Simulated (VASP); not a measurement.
# B in VASP: further runs

Runs on B. Level: PBEsol. Tasks: single point, relaxation of cell and atoms.

All numbers are computed with VASP 6.6.1; they aren't measurements. Logs are shortened: lines on timing, memory, paths and dates and some standing lists are left out, and cuts for length are marked.

### Step 1. The cell of the first run

The typed cell holds 1 atom: a = 1.877 Å, b = 1.877 Å, c = 1.877 Å, α = 89.99°, β = 89.99°, γ = 89.99°.

This isn't the form of B at room conditions, which is rhombohedral.

### Step 2. Single point, PBEsol

File INCAR:

```
  PREC = Accurate
  ENCUT = 520
  EDIFF = 1E-6
  ISMEAR = 0
  SIGMA = 0.1
  LREAL = F
  LASPH = T
  NELM = 80
  ALGO = Normal
  ISIF = 2
  LWAVE = F
  LCHARG = F
  GGA = PS
  NBANDS = 8
```

File KPOINTS:

```
regular mesh
0
Gamma
  30 30 30
```

File POSCAR:

```
B
1.0
    1.3275141002      0.7664406231      1.0840723888
   -1.3275141002      0.7664406231      1.0840723888
    0.0000000000     -1.5328812462      1.0840723888
B
1
Direct
    0.5000000000      0.5000000000      0.5000000000
```

Potentials or basis: VASP PAW PBE potentials, release 64 (B).

The run is started by

```bash
cat potpaw_PBE.64/B/POTCAR > POTCAR
mpirun -np 1 vasp_std > vasp.out
```

OUTCAR:

```text
PREC = Accurate
   ENCUT = 520
   EDIFF = 1E-6
   ISMEAR = 0
   LREAL = F
   LASPH = T
   NELM = 80
   ISIF = 2
   GGA = PS

 ion  position               nearest neighbor table
   1  0.500  0.500  0.500-

  LATTYP: Found a trigonal (rhomboedric) cell.
 ALAT       =     1.8774817866
 COS(alpha) =     0.0000994306

  Lattice vectors:

 A1 = (   1.3275141002,   0.7664406231,   1.0840723888)
 A2 = (  -1.3275141002,   0.7664406231,   1.0840723888)
 A3 = (   0.0000000000,  -1.5328812462,   1.0840723888)

Analysis of symmetry for initial positions (statically):
=====================================================================
 Subroutine PRICEL returns:
 Original cell was already a primitive cell.

 Routine SETGRP: Setting up the symmetry group for a
 trigonal (rhombohedral) supercell.

 Subroutine GETGRP returns: Found 12 space group operations
 (whereof 12 operations were pure point group operations)
 out of a pool of 12 trial point group operations.

The static configuration has the point symmetry D_3d.

Analysis of symmetry for dynamics (positions and initial velocities):
=====================================================================
 Subroutine PRICEL returns:
 Original cell was already a primitive cell.

 Routine SETGRP: Setting up the symmetry group for a
 trigonal (rhombohedral) supercell.

 Subroutine GETGRP returns: Found 12 space group operations
 (whereof 12 operations were pure point group operations)
 out of a pool of 12 trial point group operations.

The dynamic configuration has the point symmetry D_3d.

 Subroutine INISYM returns: Found 12 space group operations
 (whereof 12 operations are pure point group operations),
 and found     1 'primitive' translations

----------------------------------------------------------------------------------------

                                     Primitive cell

  volume of cell :       6.6180

  direct lattice vectors                    reciprocal lattice vectors
     1.327514100  0.766440623  1.084072389     0.376643834  0.217455419  0.307482542
    -1.327514100  0.766440623  1.084072389    -0.376643834  0.217455419  0.307482542
     0.000000000 -1.532881246  1.084072389     0.000000000 -0.434910838  0.307482542

  length of vectors
     1.877481787  1.877481787  1.877481787     0.532628341  0.532628341  0.532628341

  position of ions in fractional coordinates (direct lattice)
     0.500000000  0.500000000  0.500000000

  ion indices of the primitive-cell ions
   primitive index   ion index
                 1           1

----------------------------------------------------------------------------------------

 KPOINTS: regular mesh

Automatic generation of k-mesh.
 Grid dimensions read from file:
 generate k-points for:   30   30   30

 Generating k-lattice:

  Cartesian coordinates                     Fractional coordinates (reciprocal lattice)
     0.012554794  0.007248514  0.010249418     0.033333333 -0.000000000 -0.000000000
    -0.012554794  0.007248514  0.010249418    -0.000000000  0.033333333 -0.000000000
     0.000000000 -0.014497028  0.010249418    -0.000000000 -0.000000000  0.033333333

  Length of vectors
     0.017754278  0.017754278  0.017754278

  Shift w.r.t. Gamma in fractional coordinates (k-lattice)
     0.000000000  0.000000000  0.000000000

 Subroutine IBZKPT returns following result:
 ===========================================

 Found   2496 irreducible k-points:

 Following reciprocal coordinates:
            Coordinates               Weight
  0.000000  0.000000  0.000000      1.000000
  0.033333  0.000000  0.000000      6.000000
  0.066667  0.000000 -0.000000      6.000000
  0.100000 -0.000000  0.000000      6.000000
  0.133333  0.000000  0.000000      6.000000
  0.166667  0.000000  0.000000      6.000000
[... 16 lines left out ...]
  0.233333  0.033333  0.000000     12.000000
  0.266667  0.033333  0.000000     12.000000
 [... further k-points ...]
   k-points           NKPTS =   2496   k-points in BZ     NKDIM =   2496   number of bands    NBANDS=      8
   number of dos      NEDOS =    301   number of ions     NIONS =      1
   total plane-waves  NPLWV =   2744
   dimension x,y,z NGX =    14 NGY =   14 NGZ =   14
   dimension x,y,z NGXF=    28 NGYF=   28 NGZF=   28
   ions per type =               1
   NGX,Y,Z   is equivalent  to a cutoff of  12.40, 12.40, 12.40 a.u.
   NGXF,Y,Z  is equivalent  to a cutoff of  24.79, 24.79, 24.79 a.u.
 SYSTEM =  unknown system
   PREC   = accura    normal or accurate (medium, high low for compatibility)
   ISTART =      0    job   : 0-new  1-cont  2-samecut
   ICHARG =      2    charge: 1-file 2-atom 10-const
   ISPIN  =      1    spin polarized calculation?
   LNONCOLLINEAR =      F non collinear calculations
   LSORBIT =      F    spin-orbit coupling
   LASPH  =      T    aspherical Exc in radial PAW
   ENCUT  =  520.0 eV  38.22 Ry    6.18 a.u.   3.49  3.49  3.49*2*pi/ulx,y,z
   NELM   =     80;   NELMIN=  2; NELMDL= -5     # of ELM steps
   EDIFF  = 0.1E-05   stopping-criterion for ELM
   LREAL  =      F    real-space projection
   EDIFFG = 0.1E-04   stopping-criterion for IOM
   NSW    =      0    number of steps for IOM
   IBRION =     -1    ionic relax: 0-MD 1-quasi-New 2-CG
   NFREE  =      0    steps in history (QN), initial steepest desc. (CG)
   ISIF   =      2    stress and relaxation
   ISYM   =      2    0-nonsym 1-usesym 2-fastsym
   POTIM  = 0.5000    time-step for ionic-motion
   TEBEG  =    0.0;   TEEND  =   0.0 temperature during run
   PSTRESS=    0.0 pullay stress
   NELECT =       3.0000    total number of electrons
   NUPDOWN=      -1.0000    fix difference up-down
   EMIN   =  10.00;   EMAX   =-10.00  energy-range for DOS
   EFERMI =   0.00;   METHOD = LEGACY
   ISMEAR =     0;   SIGMA  =   0.10  broadening in eV -4-tet -1-fermi 0-gaus
   EFERMI_NEDOS =   21; number of points for ismear=-14 and -15
   IALGO  =     38    algorithm
   IMIX   =      4    mixing-type and parameters
     AMIX     =   0.40;   BMIX     =  1.00
     AMIX_MAG =   1.60;   BMIX_MAG =  1.00
  volume/ion in A,a.u.               =       6.62        44.66
  Fermi-wavevector in a.u.,A,eV,Ry     =   1.257591  2.376503 21.518101  1.581536
  Thomas-Fermi vector in A             =   2.391243
   LORBIT       =      0    0 simple, 1 ext, 2 COOP (PROOUT), +10 PAW based schemes
   GGA     = PS    functional components
   LHFCALC =     F    Hartree Fock is set to
   AEXX    =    0.0000 exact exchange contribution
   IVDW    =     0    specifies the selected vdW correction
   LEPSILON=     F    determine dielectric tensor
   LRPA    =     F    only Hartree local field effects (RPA)
 non-spin polarized calculation
 Gauss-broadening in eV      SIGMA  =   0.10
  energy-cutoff  :      520.00
  volume of cell :        6.62
 maximum number of plane-waves:       187
 NGX is ok and might be reduce to    14
   NGX =  7   NGY =  7   NGZ =  7

 number of electron       3.0000000 magnetization

 Free energy of the ion-electron system (eV)
  ---------------------------------------------------
  ext. energy  EPLUGINS =         0.00000000
  ---------------------------------------------------
  free energy    TOTEN  =        -5.98362323 eV

  energy without entropy =       -5.98242256  energy(sigma->0) =       -5.98302289

 E-fermi :   7.1194     XC(G=0): -12.4700

 val. band max:        7.1022892478   @ k =   0.3667   0.3000   0.1000
 cond. band min:       7.1332104569   @ k =  -0.3667   0.2000   0.2000
 fundamental gap:      0.0309212091
 Fermi energy:         7.1193658223

 k-point     1 :       0.0000    0.0000    0.0000
  band No.  band energies     occupation
      1      -8.7698      2.00000
      2      20.8838      0.00000
      3      20.8838      0.00000
      4      20.8853      0.00000
      5      31.3421      0.00000
      6      31.3421      0.00000
      7      40.4678      0.00000
      8      60.8397      0.00000

 k-point     2 :       0.0333    0.0000    0.0000
  band No.  band energies     occupation
      1      -8.7318      2.00000
      2      20.4569      0.00000
      3      20.9160      0.00000
      4      20.9170      0.00000
      5      31.3867      0.00000
      6      31.8133      0.00000
      7      40.4448      0.00000
      8      60.5318      0.00000

 k-point     3 :       0.0667    0.0000   -0.0000
  band No.  band energies     occupation
      1      -8.6178      2.00000
      2      19.3555      0.00000
      3      21.0121      0.00000
      4      21.0131      0.00000
      5      31.5204      0.00000
      6      33.0391      0.00000
      7      40.3813      0.00000
      8      59.6445      0.00000

 k-point     4 :       0.1000   -0.0000    0.0000
  band No.  band energies     occupation
      1      -8.4279      2.00000
      2      17.8860      0.00000
      3      21.1705      0.00000
      4      21.1715      0.00000
      5      31.7426      0.00000
      6      34.6860      0.00000
      7      40.3006      0.00000
      8      58.3174      0.00000

 k-point     5 :       0.1333    0.0000    0.0000
  band No.  band energies     occupation
      1      -8.1623      2.00000
      2      16.2527      0.00000
      3      21.3883      0.00000
      4      21.3893      0.00000
      5      32.0527      0.00000
      6      36.4674      0.00000
      7      40.2763      0.00000
      8      56.7240      0.00000

 k-point     6 :       0.1667    0.0000    0.0000
  band No.  band energies     occupation
      1      -7.8211      2.00000
      2      14.5619      0.00000
      3      21.6614      0.00000
      4      21.6624      0.00000
      5      32.4492      0.00000
      6      37.9769      0.00000
      7      40.5932      0.00000
      8      55.0130      0.00000

 k-point     7 :       0.2000   -0.0000    0.0000
  band No.  band energies     occupation
      1      -7.4048      2.00000
      2      12.8689      0.00000
      3      21.9841      0.00000
      4      21.9851      0.00000
      5      32.9304      0.00000
      6      38.5895      0.00000
      7      41.7989      0.00000
      8      53.2806      0.00000

 k-point     8 :       0.2333   -0.0000    0.0000
  band No.  band energies     occupation
      1      -6.9138      2.00000
      2      11.2035      0.00000
      3      22.3482      0.00000
      4      22.3493      0.00000
      5      33.4928      0.00000
      6      38.5737      0.00000
      7      43.5576      0.00000
      8      51.5906      0.00000

 k-point     9 :       0.2667    0.0000    0.0000
  band No.  band energies     occupation
      1      -6.3488      2.00000
      2       9.5831      0.00000
      3      22.7436      0.00000
      4      22.7446      0.00000
      5      34.1328      0.00000
      6      38.3783      0.00000
      7      45.3561      0.00000
      8      49.9870      0.00000

 k-point    10 :       0.3000    0.0000    0.0000
  band No.  band energies     occupation
      1      -5.7112      2.00000
      2       8.0192      0.00000
      3      23.1565      0.00000
      4      23.1576      0.00000
      5      34.8430      0.00000
      6      38.1358      0.00000
      7      46.9982      0.00000
      8      48.5043      0.00000
[... 78 lines left out ...]
 k-point    18 :       0.0667    0.0333    0.0000
  band No.  band energies     occupation
      1      -8.5798      2.00000
      2      19.3211      0.00000
      3      20.6745      0.00000
      4      21.0447      0.00000
      5      31.8615      0.00000
      6      33.1923      0.00000
      7      40.3483      0.00000
      8      59.3665      0.00000

 k-point    19 :       0.1000    0.0333    0.0000
  band No.  band energies     occupation
      1      -8.3899      2.00000
      2      17.8748      0.00000
      3      20.8250      0.00000
      4      21.2029      0.00000
      5      32.0936      0.00000
      6      34.8160      0.00000
      7      40.2542      0.00000
      8      58.0119      0.00000

 k-point    20 :       0.1333    0.0333    0.0000
  band No.  band energies     occupation
      1      -8.1242      2.00000
      2      16.2542      0.00000
      3      21.0433      0.00000
      4      21.4206      0.00000
      5      32.4034      0.00000
      6      36.5851      0.00000
      7      40.2116      0.00000
      8      56.3971      0.00000

 k-point    21 :       0.1667    0.0333   -0.0000
  band No.  band energies     occupation
      1      -7.7831      2.00000
      2      14.5719      0.00000
      3      21.3201      0.00000
      4      21.6935      0.00000
      5      32.7959      0.00000
      6      38.0609      0.00000
      7      40.5296      0.00000
      8      54.6755      0.00000

 k-point    22 :       0.2000    0.0333    0.0000
  band No.  band energies     occupation
      1      -7.3667      2.00000
      2      12.8849      0.00000
      3      21.6487      0.00000
      4      22.0159      0.00000
      5      33.2708      0.00000
      6      38.5831      0.00000
      7      41.7861      0.00000
      8      52.9435      0.00000

 k-point    23 :       0.2333    0.0333    0.0000
  band No.  band energies     occupation
      1      -6.8757      2.00000
      2      11.2239      0.00000
      3      22.0207      0.00000
      4      22.3797      0.00000
      5      33.8250      0.00000
      6      38.4988      0.00000
      7      43.5637      0.00000
      8      51.2631      0.00000

 k-point    24 :       0.2667    0.0333    0.0000
  band No.  band energies     occupation
      1      -6.3108      2.00000
      2       9.6068      0.00000
      3      22.4259      0.00000
      4      22.7747      0.00000
      5      34.4546      0.00000
      6      38.2477      0.00000
      7      45.3487      0.00000
      8      49.6813      0.00000

 [... further k-points ...]

------------------------ aborting loop because EDIFF is reached ----------------------------------------

  FORCE on cell =-STRESS in cart. coord.  units (eV):
  Direction    XX          YY          ZZ          XY          YZ          ZX
  --------------------------------------------------------------------------------------
  -------------------------------------------------------------------------------------
  Total        0.0125037      0.0125037      0.0111523     -0.0000000     -0.0000000      0.0000000
  in kB        3.0270578      3.0270578      2.6999099     -0.0000000     -0.0000000      0.0000000
  external PRESSURE =       2.9180085 kB  Pullay stress =       0.0000000 kB

 VOLUME and BASIS-vectors are now :
 -----------------------------------------------------------------------------
  energy-cutoff  :      520.00
  volume of cell :        6.62
      direct lattice vectors                 reciprocal lattice vectors
     1.327514100  0.766440623  1.084072389     0.376643834  0.217455419  0.307482542
    -1.327514100  0.766440623  1.084072389    -0.376643834  0.217455419  0.307482542
     0.000000000 -1.532881246  1.084072389     0.000000000 -0.434910838  0.307482542

 POSITION                                       TOTAL-FORCE (eV/Angst)
 -----------------------------------------------------------------------------------
      0.00000      0.00000      1.62611         0.000000     -0.000000      0.000000
 -----------------------------------------------------------------------------------
    total drift:                                0.000000      0.000000      0.000000

  FREE ENERGIE OF THE ION-ELECTRON SYSTEM (eV)
  ---------------------------------------------------
  free  energy   TOTEN  =        -5.9836232297 eV

  energy  without entropy=       -5.9824225550  energy(sigma->0) =       -5.98302289
```

Wall time 17 s (1 thread of Intel Xeon 6975P-C (Granite Rapids), shared host); peak memory 0.2 GiB.

Results:

```
Free energy            : -5.9836 eV
Pressure               : 0.3 GPa
Band gap on the k mesh : zero (an odd number of electrons rules out a gap without spin polarisation)
```

Levels at points of the mesh, in eV from the Fermi level:
| k point | band 1 | band 2 | band 3 | band 4 | band 5 |
| --- | --- | --- | --- | --- | --- |
| (0.00, 0.00, 0.00) | -15.89 | 13.76 | 13.76 | 13.77 | 24.22 |
| (0.50, 0.00, 0.00) | -8.36 | -6.18 | 17.70 | 17.70 | 30.11 |
| (0.50, 0.50, 0.00) | -1.97 | -1.97 | 4.49 | 8.08 | 20.91 |
| (0.50, 0.50, 0.50) | 3.48 | 3.48 | 3.48 | 16.63 | 16.63 |

Caveat: the PAW data sets were made with another functional, which shifts forces and pressure a little.

(Part 1 of 2 ends here.)
